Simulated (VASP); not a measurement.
# SiO2 (I4/mmm) in VASP: further runs

Runs on SiO2. Level: r2SCAN. Tasks: single point.

Everything below comes from runs of VASP 6.6.1. Logs are shortened: lines on timing, memory, paths and dates and some standing lists are left out, and cuts for length are marked.

## Step 1: The cell of the first run

The structure is tetragonal, space group I4/mmm (No. 139). Conventional cell: a = 8.835 Å, b = 8.835 Å, c = 5.208 Å, α = 90.00°, β = 90.00°, γ = 90.00°. Within 2.1 Å of Si (site symmetry m2m) lie 4 O at 1.59 to 1.60 Å. Within 2.1 Å of O (site symmetry 2/m) lie 2 Si at 1.59 Å. Within 2.1 Å of O (site symmetry m2m) lie 2 Si at 1.60 Å.

## Step 2: Single point, r2SCAN

POSCAR

```
SiO2
1.0
   -4.4177290760      4.4177290760      2.6040795363
    4.4177290760     -4.4177290760      2.6040795363
    4.4177290760      4.4177290760     -2.6040795363
Si O
4 8
Direct
    0.1773592561      0.1773592561      0.3547185123
    0.8226407439      0.1773592561      0.0000000000
    0.1773592561      0.8226407439      0.0000000000
    0.8226407439      0.8226407439      0.6452814877
    0.5000000000      0.5000000000      0.5000000000
    0.0000000000      0.5000000000      0.0000000000
    0.5000000000      0.0000000000      0.0000000000
    0.0000000000      0.0000000000      0.5000000000
    0.0000000000      0.2110964306      0.2110964306
    0.7889035694      0.0000000000      0.7889035694
    0.2110964306      0.0000000000      0.2110964306
    0.0000000000      0.7889035694      0.7889035694
```

INCAR.step1

```
SYSTEM = SiO2
ALGO = Normal
EDIFF = 1E-4
ENCUT = 520
GGA = PE
ISMEAR = 0
LASPH = .True.
LCHARG = .False.
LREAL = .False.
LWAVE = .True.
NBANDS = 44
NELM = 80
PREC = Accurate
SIGMA = 0.02
```

INCAR.step2

```
SYSTEM = SiO2
ALGO = Normal
EDIFF = 1E-6
ENCUT = 520
ISIF = 2
ISMEAR = 0
ISTART = 1
LASPH = .True.
LCHARG = .False.
LMIXTAU = .True.
LREAL = .False.
LWAVE = .False.
METAGGA = R2SCAN
NBANDS = 44
NELM = 80
PREC = Accurate
SIGMA = 0.02
```

KPOINTS

```
k-points
0
Gamma
  6 6 6
  0 0 0
```

Potentials or basis: VASP PAW PBE potentials, release 64 (Si, O).

Command:

```
$ cat potpaw_PBE.64/Si/POTCAR potpaw_PBE.64/O/POTCAR > POTCAR
$ cp INCAR.step1 INCAR
$ mpirun -np 1 vasp_std > vasp.out
$ cp INCAR.step2 INCAR
$ mpirun -np 1 vasp_std > vasp.out
```

OUTCAR:

```text
SYSTEM = SiO2
   EDIFF = 1E-6
   ENCUT = 520
   ISIF = 2
   ISMEAR = 0
   ISTART = 1
   LASPH = .True.
   LREAL = .False.
   METAGGA = R2SCAN
   NELM = 80
   PREC = Accurate

 ion  position               nearest neighbor table
   1  0.177  0.177  0.355-   8 1.59   5 1.59   9 1.60  11 1.60   2 3.13   3 3.13
   2  0.823  0.177  0.000-   6 1.59   7 1.59   9 1.60  10 1.60   1 3.13   4 3.13
   3  0.177  0.823  0.000-   6 1.59   7 1.59  11 1.60  12 1.60   1 3.13   4 3.13
   4  0.823  0.823  0.645-   8 1.59   5 1.59  10 1.60  12 1.60   2 3.13   3 3.13
   5  0.500  0.500  0.500-   1 1.59   4 1.59
   6  0.000  0.500  0.000-   2 1.59   3 1.59
   7  0.500  0.000  0.000-   2 1.59   3 1.59
   8  0.000  0.000  0.500-   1 1.59   4 1.59
   9  0.000  0.211  0.211-   2 1.60   1 1.60
  10  0.789  0.000  0.789-   2 1.60   4 1.60
  11  0.211  0.000  0.211-   3 1.60   1 1.60
  12  0.000  0.789  0.789-   3 1.60   4 1.60

  LATTYP: Found a body centered tetragonal cell.
 ALAT       =     8.8354581520
 C/A-ratio  =     0.5894611217

  Lattice vectors:

 A1 = (  -4.4177290760,   4.4177290760,   2.6040795363)
 A2 = (   4.4177290760,  -4.4177290760,   2.6040795363)
 A3 = (   4.4177290760,   4.4177290760,  -2.6040795363)

Analysis of symmetry for initial positions (statically):
=====================================================================
 Subroutine PRICEL returns:
 Original cell was already a primitive cell.

 Routine SETGRP: Setting up the symmetry group for a
 body centered tetragonal supercell.

 Subroutine GETGRP returns: Found 16 space group operations
 (whereof 16 operations were pure point group operations)
 out of a pool of 16 trial point group operations.

The static configuration has the point symmetry D_4h.

Analysis of symmetry for dynamics (positions and initial velocities):
=====================================================================
 Subroutine PRICEL returns:
 Original cell was already a primitive cell.

 Routine SETGRP: Setting up the symmetry group for a
 body centered tetragonal supercell.

 Subroutine GETGRP returns: Found 16 space group operations
 (whereof 16 operations were pure point group operations)
 out of a pool of 16 trial point group operations.

The dynamic configuration has the point symmetry D_4h.

 Subroutine INISYM returns: Found 16 space group operations
 (whereof 16 operations are pure point group operations),
 and found     1 'primitive' translations

----------------------------------------------------------------------------------------

                                     Primitive cell

  volume of cell :     203.2883

  direct lattice vectors                    reciprocal lattice vectors
    -4.417729076  4.417729076  2.604079536     0.000000000  0.113180322  0.192006424
     4.417729076 -4.417729076  2.604079536     0.113180322  0.000000000  0.192006424
     4.417729076  4.417729076 -2.604079536     0.113180322  0.113180322  0.000000000

  length of vectors
     6.768595911  6.768595911  6.768595911     0.222881700  0.222881700  0.160061147

  position of ions in fractional coordinates (direct lattice)
     0.177359256  0.177359256  0.354718512
     0.822640744  0.177359256  0.000000000
     0.177359256  0.822640744  0.000000000
     0.822640744  0.822640744  0.645281488
     0.500000000  0.500000000  0.500000000
     0.000000000  0.500000000  0.000000000
     0.500000000  0.000000000  0.000000000
     0.000000000  0.000000000  0.500000000
     0.000000000  0.211096431  0.211096431
     0.788903569  0.000000000  0.788903569
     0.211096431  0.000000000  0.211096431
     0.000000000  0.788903569  0.788903569

  ion indices of the primitive-cell ions
   primitive index   ion index
                 1           1
                 2           2
                 3           3
                 4           4
                 5           5
                 6           6
                 7           7
                 8           8
                 9           9
                10          10
                11          11
                12          12

----------------------------------------------------------------------------------------

 KPOINTS: k-points

Automatic generation of k-mesh.
 Grid dimensions read from file:
 generate k-points for:    6    6    6

 Generating k-lattice:

  Cartesian coordinates                     Fractional coordinates (reciprocal lattice)
     0.000000000  0.018863387  0.032001071     0.166666667  0.000000000  0.000000000
     0.018863387  0.000000000  0.032001071     0.000000000  0.166666667  0.000000000
     0.018863387  0.018863387  0.000000000     0.000000000  0.000000000  0.166666667

  Length of vectors
     0.037146950  0.037146950  0.026676858

  Shift w.r.t. Gamma in fractional coordinates (k-lattice)
     0.000000000  0.000000000  0.000000000

 Subroutine IBZKPT returns following result:
 ===========================================

 Found     30 irreducible k-points:

 Following reciprocal coordinates:
            Coordinates               Weight
  0.000000  0.000000  0.000000      1.000000
  0.166667  0.000000 -0.000000      8.000000
  0.333333  0.000000 -0.000000      8.000000
  0.500000  0.000000  0.000000      4.000000
  0.166667  0.166667 -0.000000      8.000000
  0.333333  0.166667 -0.000000     16.000000
[... 16 lines left out ...]
 -0.333333 -0.333333  0.166667      8.000000
 -0.166667 -0.333333  0.166667      8.000000
 [... further k-points ...]
   k-points           NKPTS =     30   k-points in BZ     NKDIM =     30   number of bands    NBANDS=     44
   number of dos      NEDOS =    301   number of ions     NIONS =     12
   total plane-waves  NPLWV = 125000
   dimension x,y,z NGX =    50 NGY =   50 NGZ =   50
   dimension x,y,z NGXF=   100 NGYF=  100 NGZF=  100
   ions per type =               4   8
   NGX,Y,Z   is equivalent  to a cutoff of  12.28, 12.28, 12.28 a.u.
   NGXF,Y,Z  is equivalent  to a cutoff of  24.56, 24.56, 24.56 a.u.
 SYSTEM =  SiO2
   PREC   = accura    normal or accurate (medium, high low for compatibility)
   ISTART =      1    job   : 0-new  1-cont  2-samecut
   ICHARG =      0    charge: 1-file 2-atom 10-const
   ISPIN  =      1    spin polarized calculation?
   LNONCOLLINEAR =      F non collinear calculations
   LSORBIT =      F    spin-orbit coupling
   LASPH  =      T    aspherical Exc in radial PAW
   ENCUT  =  520.0 eV  38.22 Ry    6.18 a.u.  12.59 12.59 12.59*2*pi/ulx,y,z
   NELM   =     80;   NELMIN=  2; NELMDL=  0     # of ELM steps
   EDIFF  = 0.1E-05   stopping-criterion for ELM
   LREAL  =      F    real-space projection
   EDIFFG = 0.1E-04   stopping-criterion for IOM
   NSW    =      0    number of steps for IOM
   IBRION =     -1    ionic relax: 0-MD 1-quasi-New 2-CG
   NFREE  =      0    steps in history (QN), initial steepest desc. (CG)
   ISIF   =      2    stress and relaxation
   ISYM   =      2    0-nonsym 1-usesym 2-fastsym
   POTIM  = 0.5000    time-step for ionic-motion
   TEBEG  =    0.0;   TEEND  =   0.0 temperature during run
   PSTRESS=    0.0 pullay stress
   NELECT =      64.0000    total number of electrons
   NUPDOWN=      -1.0000    fix difference up-down
   EMIN   =  10.00;   EMAX   =-10.00  energy-range for DOS
   EFERMI =   0.00;   METHOD = LEGACY
   ISMEAR =     0;   SIGMA  =   0.02  broadening in eV -4-tet -1-fermi 0-gaus
   EFERMI_NEDOS =   21; number of points for ismear=-14 and -15
   IALGO  =     38    algorithm
   IMIX   =      4    mixing-type and parameters
     AMIX     =   0.40;   BMIX     =  1.00
     AMIX_MAG =   1.60;   BMIX_MAG =  1.00
  volume/ion in A,a.u.               =      16.94       114.32
  Fermi-wavevector in a.u.,A,eV,Ry     =   1.113689  2.104568 16.875357  1.240304
  Thomas-Fermi vector in A             =   2.250277
   LORBIT       =      0    0 simple, 1 ext, 2 COOP (PROOUT), +10 PAW based schemes
   METAGGA = R2SCAN    functional components
   LHFCALC =     F    Hartree Fock is set to
   AEXX    =    0.0000 exact exchange contribution
   IVDW    =     0    specifies the selected vdW correction
   LEPSILON=     F    determine dielectric tensor
   LRPA    =     F    only Hartree local field effects (RPA)
 non-spin polarized calculation
 Gauss-broadening in eV      SIGMA  =   0.02
  energy-cutoff  :      520.00
  volume of cell :      203.29
 maximum number of plane-waves:      5497
   NGX = 25   NGY = 25   NGZ = 25

 number of electron      64.0000000 magnetization

 Free energy of the ion-electron system (eV)
  ---------------------------------------------------
  ext. energy  EPLUGINS =         0.00000000
  ---------------------------------------------------
  free energy    TOTEN  =      -118.94267774 eV

  energy without entropy =     -118.94267774  energy(sigma->0) =     -118.94267774

 E-fermi :  -1.1403     XC(G=0):  -7.7398

 val. band max:       -1.3026821337   @ k =   0.0000   0.0000   0.0000
 cond. band min:       4.7832694516   @ k =   0.0000   0.0000   0.0000
 fundamental gap:      6.0859515853
 Fermi energy:        -1.1403497748

 k-point     1 :       0.0000    0.0000    0.0000
  band No.  band energies     occupation
      1     -21.9316      2.00000
      2     -21.0215      2.00000
      3     -20.5010      2.00000
      4     -20.5010      2.00000
      5     -19.8707      2.00000
      6     -19.8648      2.00000
[... 36 lines left out ...]
     43      10.6247      0.00000
     44      10.9572      0.00000

 k-point     2 :       0.1667    0.0000   -0.0000
  band No.  band energies     occupation
      1     -21.8615      2.00000
      2     -21.0253      2.00000
      3     -20.6022      2.00000
      4     -20.4972      2.00000
      5     -19.8737      2.00000
      6     -19.8670      2.00000
[... 1026 lines left out ...]
 k-point    24 :      -0.1667   -0.3333    0.1667
  band No.  band energies     occupation
      1     -21.5228      2.00000
      2     -21.0330      2.00000
      3     -21.0316      2.00000
      4     -20.4970      2.00000
      5     -19.8822      2.00000
      6     -19.8780      2.00000
[... 36 lines left out ...]
     43      10.8794      0.00000
     44      11.0718      0.00000

 [... further k-points ...]

------------------------ aborting loop because EDIFF is reached ----------------------------------------

  FORCE on cell =-STRESS in cart. coord.  units (eV):
  Direction    XX          YY          ZZ          XY          YZ          ZX
  --------------------------------------------------------------------------------------
  -------------------------------------------------------------------------------------
  Total        5.2203700      5.2203700      5.1465846      0.0000000      0.0000000      0.0000000
  in kB       41.1433335     41.1433335     40.5618080      0.0000000      0.0000000      0.0000000
  external PRESSURE =      40.9494917 kB  Pullay stress =       0.0000000 kB

 VOLUME and BASIS-vectors are now :
 -----------------------------------------------------------------------------
  energy-cutoff  :      520.00
  volume of cell :      203.29
      direct lattice vectors                 reciprocal lattice vectors
    -4.417729076  4.417729076  2.604079536     0.000000000  0.113180322  0.192006424
     4.417729076 -4.417729076  2.604079536     0.113180322  0.000000000  0.192006424
     4.417729076  4.417729076 -2.604079536     0.113180322  0.113180322  0.000000000

 POSITION                                       TOTAL-FORCE (eV/Angst)
 -----------------------------------------------------------------------------------
      1.56705      1.56705     -0.00000         0.030622      0.030622     -0.000000
     -2.85068      2.85068      2.60408         0.030622     -0.030622      0.000000
      2.85068     -2.85068      2.60408        -0.030622      0.030622     -0.000000
      2.85068      2.85068      2.60408        -0.030622     -0.030622      0.000000
      2.20886      2.20886      1.30204         0.000000      0.000000     -0.000000
      2.20886     -2.20886      1.30204         0.000000      0.000000     -0.000000
     -2.20886      2.20886      1.30204         0.000000      0.000000     -0.000000
      2.20886      2.20886     -1.30204         0.000000      0.000000     -0.000000
      1.86513      0.00000      0.00000        -0.013709      0.000000      0.000000
      0.00000      6.97032      0.00000         0.000000      0.013709     -0.000000
      0.00000      1.86513      0.00000         0.000000     -0.013709      0.000000
      6.97032      0.00000      0.00000         0.013709      0.000000     -0.000000
 -----------------------------------------------------------------------------------
    total drift:                               -0.000000     -0.000000      0.000000

  FREE ENERGIE OF THE ION-ELECTRON SYSTEM (eV)
  ---------------------------------------------------
  free  energy   TOTEN  =      -118.9426777392 eV

  energy  without entropy=     -118.9426777392  energy(sigma->0) =     -118.94267774
```

Wall time 9 min (1 thread of Intel Xeon 6975P-C (Granite Rapids), shared host); peak memory 0.48 GiB.

Results:

```
Free energy            : -118.9427 eV
Pressure               : 4.1 GPa
Largest force          : 0.043 eV/Å
Band gap on the k mesh : 6.09 eV
```

Forces on the atoms (eV/Å):
```
Si   0.031  0.031  0.000
Si   0.031 -0.031  0.000
Si  -0.031  0.031  0.000
Si  -0.031 -0.031  0.000
O    0.000  0.000  0.000
O    0.000  0.000  0.000
O    0.000  0.000  0.000
O    0.000  0.000  0.000
O   -0.014  0.000  0.000
O    0.000  0.014  0.000
O    0.000 -0.014  0.000
O    0.014  0.000  0.000
```

Levels at points of the mesh, in eV from the valence-band top:
| k point | band 29 | band 30 | band 31 | band 32 | band 33 | band 34 | band 35 | band 36 |
| --- | --- | --- | --- | --- | --- | --- | --- | --- |
| (0.00, 0.00, 0.00) | -0.92 | -0.75 | -0.04 | 0.00 | 6.09 | 9.03 | 9.70 | 10.10 |
| (0.50, 0.00, 0.00) | -1.15 | -0.80 | -0.61 | -0.30 | 8.24 | 8.51 | 9.35 | 10.14 |
| (0.50, 0.50, 0.00) | -0.48 | -0.45 | -0.43 | -0.29 | 7.20 | 7.68 | 9.70 | 10.00 |
| (0.50, 0.50, 0.50) | -1.09 | -0.24 | -0.01 | -0.01 | 8.09 | 8.61 | 8.61 | 8.71 |

Caveat: the cell stands under pressure; the PAW data sets were made with another functional, which shifts forces and pressure a little. A k mesh can miss the band edges.

(Continued in part 2 of 2.)
